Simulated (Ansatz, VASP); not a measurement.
## One calculation of TiC, two programs

```xyz
2
Lattice="0.0000 2.1640 2.1640 2.1640 0.0000 2.1640 2.1640 2.1640 0.0000" Properties=species:S:1:pos:R:3 pbc="T T T"
Ti    0.0000    0.0000    0.0000
C     2.1640    2.1640    2.1640
```

Alike in both runs: task single point; functional PBEsol; k mesh 20 × 20 × 20; no spin polarisation.

```csv
,VASP,Ansatz
version,VASP 6.6.1,Ansatz 0.2.0
potentials or method,"VASP PAW PBE potentials, release 64 (Ti_sv, C), cutoff 520 eV","scalar-relativistic, plane waves, PAW"
occupations,"methfessel-paxton of order 1, width 0.1 eV","cold, width 0.1 eV"
valence electrons in the cell,16,16
```

|  | VASP | Ansatz | Ansatz less VASP |
| --- | --- | --- | --- |
| gap on the k mesh at the Fermi level (eV) | none | none | - |
| pressure (GPa) | -5.9 | -6.2 | -0.25 |

VASP's potentials were made for PBE, not for PBEsol. A gap of «none» marks a metal or a gap that the smearing closes.
